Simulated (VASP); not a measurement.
# K7F8 (a cell with a defect) in VASP: a series of runs, part 2 of 2

VASP 6.6.1. Earlier steps stand in the parts before.

### 3 Single point, PBE

The input, INCAR:

```
PREC = Accurate
ENCUT = 520
EDIFF = 1E-6
ISMEAR = 0
SIGMA = 0.05
LREAL = F
LASPH = T
NELM = 120
ALGO = Normal
ISIF = 2
LWAVE = F
LCHARG = T
GGA = PE
LELF = T
LVHAR = T
NELECT = 120.0
NBANDS = 72
GGA_COMPAT = F
```

The input, KPOINTS:

```
regular mesh
0
Gamma
  4 4 4
```

The input, POSCAR:

```
K7F8
1.0
    0.0000000000      5.4191884945     -5.4191884945
    5.4191884945      5.4191884945      0.0000000000
    5.4191884945      0.0000000000     -5.4191884945
K F
7 8
Direct
    0.5000000000     -0.5000000000      0.0000000000
    1.0000000000      0.5000000000      0.0000000000
    1.0000000000      0.0000000000      0.0000000000
    0.5000000000      0.5000000000      0.5000000000
    0.5000000000      0.0000000000      0.5000000000
    1.0000000000      0.5000000000      0.5000000000
    1.0000000000      0.0000000000      0.5000000000
    0.2374932372      0.7374932372      0.2625067628
    0.2374932372      0.2625067628      0.2625067628
    0.7625067628      0.7374932372      0.2625067628
    0.7500000000      0.2500000000      0.2500000000
    0.2500000000      0.7500000000      0.7500000000
    0.2374932372      0.2625067628      0.7374932372
    0.7625067628      0.7374932372      0.7374932372
    0.7625067628      0.2625067628      0.7374932372
```

Potentials or basis: VASP PAW PBE potentials, release 64 (K_sv, F).

On the command line:

```sh
> cat potpaw_PBE.64/K_sv/POTCAR potpaw_PBE.64/F/POTCAR > POTCAR
> mpirun -np 1 vasp_std > vasp.out
```

OUTCAR:

```text
PREC = Accurate
   ENCUT = 520
   EDIFF = 1E-6
   ISMEAR = 0
   LREAL = F
   LASPH = T
   NELM = 120
   ISIF = 2
   GGA = PE
   NELECT = 120.0

 ion  position               nearest neighbor table
   1  0.500  0.500  0.000-  11 2.71  12 2.71   8 2.71   9 2.71  14 2.71  15 2.71
   2  0.000  0.500  0.000-  11 2.71  12 2.71   9 2.71  10 2.71  13 2.71  14 2.71
   3  0.000  0.000  0.000-  11 2.71  12 2.71   8 2.71  10 2.71  13 2.71  15 2.71
   4  0.500  0.500  0.500-  11 2.71  12 2.71   8 2.71  10 2.71  13 2.71  15 2.71
   5  0.500  0.000  0.500-  11 2.71  12 2.71   9 2.71  10 2.71  13 2.71  14 2.71
   6  0.000  0.500  0.500-   8 2.57   9 2.57  10 2.57  13 2.57  14 2.57  15 2.57
   7  0.000  0.000  0.500-  11 2.71  12 2.71   8 2.71   9 2.71  14 2.71  15 2.71
   8  0.237  0.737  0.263-   6 2.57   3 2.71   4 2.71   1 2.71   7 2.71
   9  0.237  0.263  0.263-   6 2.57   2 2.71   5 2.71   1 2.71   7 2.71
  10  0.763  0.737  0.263-   6 2.57   3 2.71   4 2.71   5 2.71   2 2.71
  11  0.750  0.250  0.250-   1 2.71   2 2.71   3 2.71   4 2.71   5 2.71   7 2.71
  12  0.250  0.750  0.750-   1 2.71   2 2.71   3 2.71   4 2.71   5 2.71   7 2.71
  13  0.237  0.263  0.737-   6 2.57   3 2.71   4 2.71   5 2.71   2 2.71
  14  0.763  0.737  0.737-   6 2.57   2 2.71   5 2.71   1 2.71   7 2.71
  15  0.763  0.263  0.737-   6 2.57   3 2.71   4 2.71   1 2.71   7 2.71

  LATTYP: Found a face centered cubic cell.
 ALAT       =    10.8383769890

  Lattice vectors:

 A1 = (   0.0000000000,   5.4191884945,  -5.4191884945)
 A2 = (   5.4191884945,   5.4191884945,   0.0000000000)
 A3 = (   5.4191884945,   0.0000000000,  -5.4191884945)

Analysis of symmetry for initial positions (statically):
=====================================================================
 Subroutine PRICEL returns:
 Original cell was already a primitive cell.

 Routine SETGRP: Setting up the symmetry group for a
 face centered cubic supercell.

[... 163 lines left out ...]
  volume of cell :      318.30
 maximum number of plane-waves:      8616
 NGX is ok and might be reduce to    60
   NGX = 29   NGY = 29   NGZ = 29

 number of electron     120.0000022 magnetization

 Free energy of the ion-electron system (eV)
  ---------------------------------------------------
  ext. energy  EPLUGINS =         0.00000000
  ---------------------------------------------------
  free energy    TOTEN  =       -62.89008285 eV

  energy without entropy =      -62.89008285  energy(sigma->0) =      -62.89008285

 E-fermi :  -2.8442     XC(G=0):  -7.8516

 val. band max:       -3.0881754573   @ k =  -0.2500   0.2500   0.0000
 cond. band min:       2.5671469568   @ k =   0.0000   0.0000   0.0000
 fundamental gap:      5.6553224141
 Fermi energy:        -2.8442301556

 k-point     1 :       0.0000    0.0000    0.0000
  band No.  band energies     occupation
      1     -29.8388      2.00000
      2     -29.7847      2.00000
      3     -29.7847      2.00000
      4     -29.7847      2.00000
      5     -29.7671      2.00000
      6     -29.7671      2.00000
[... 589 lines left out ...]
     71       6.2623      0.00000
     72       6.2828      0.00000

------------------------ aborting loop because EDIFF is reached ----------------------------------------

  FORCE on cell =-STRESS in cart. coord.  units (eV):
  Direction    XX          YY          ZZ          XY          YZ          ZX
  --------------------------------------------------------------------------------------
  -------------------------------------------------------------------------------------
  Total        3.0193557      3.0193557      3.0193557      0.0000000     -0.0000000      0.0000000
  in kB       15.1981978     15.1981978     15.1981978      0.0000000     -0.0000000      0.0000000
  external PRESSURE =      15.1981978 kB  Pullay stress =       0.0000000 kB

 VOLUME and BASIS-vectors are now :
 -----------------------------------------------------------------------------
  energy-cutoff  :      520.00
  volume of cell :      318.30
      direct lattice vectors                 reciprocal lattice vectors
     0.000000000  5.419188495 -5.419188495    -0.092264737  0.092264737 -0.092264737
     5.419188495  5.419188495  0.000000000     0.092264737  0.092264737  0.092264737
     5.419188495  0.000000000 -5.419188495     0.092264737 -0.092264737 -0.092264737

 POSITION                                       TOTAL-FORCE (eV/Angst)
 -----------------------------------------------------------------------------------
      2.70959      5.41919     -2.70959        -0.000000      0.000000     -0.000000
      2.70959      2.70959      0.00000        -0.000000      0.000000      0.000000
      0.00000      0.00000      0.00000        -0.000000      0.000000      0.000000
      5.41919      5.41919     -5.41919        -0.000000      0.000000     -0.000000
      2.70959      2.70959     -5.41919        -0.000000      0.000000     -0.000000
      5.41919      2.70959     -2.70959        -0.000000     -0.000000      0.000000
      2.70959      0.00000     -2.70959        -0.000000      0.000000      0.000000
      5.41919      5.28364     -2.70959        -0.000000      0.013437      0.000000
      2.84515      2.70959     -2.70959        -0.013437      0.000000      0.000000
      5.41919      8.12878     -5.55474        -0.000000      0.000000      0.013437
      2.70959      5.41919     -5.41919        -0.000000     -0.000000      0.000000
      8.12878      5.41919     -5.41919        -0.000000      0.000000     -0.000000
      5.41919      2.70959     -5.28364        -0.000000      0.000000     -0.013437
      7.99323      8.12878     -8.12878         0.013437      0.000000      0.000000
      5.41919      5.55474     -8.12878        -0.000000     -0.013437      0.000000
 -----------------------------------------------------------------------------------
    total drift:                                0.000000      0.000000     -0.000000

  FREE ENERGIE OF THE ION-ELECTRON SYSTEM (eV)
  ---------------------------------------------------
  free  energy   TOTEN  =       -62.8900828520 eV

  energy  without entropy=      -62.8900828520  energy(sigma->0) =      -62.89008285
```

Run time: 3.7 min. Hardware: 1 thread of AMD EPYC 9R45 (Zen 5), shared host; peak memory 0.48 GiB.

What came out:

```
Free energy   : -62.8901 eV
Largest force : 0.013 eV/Å
```

Forces on the atoms (eV/Å):
```
K    0.000  0.000  0.000
K    0.000  0.000  0.000
K    0.000  0.000  0.000
K    0.000  0.000  0.000
K    0.000  0.000  0.000
K    0.000  0.000  0.000
K    0.000  0.000  0.000
F    0.000  0.013  0.000
F   -0.013  0.000  0.000
F    0.000  0.000  0.013
F    0.000  0.000  0.000
F    0.000  0.000  0.000
F    0.000  0.000 -0.013
F    0.013  0.000  0.000
F    0.000 -0.013  0.000
```

Caveat: the cell carries a net charge on a neutralising background, which shifts energy and pressure; the cell is charged against a uniform background, so pressure and absolute levels hang on convention.
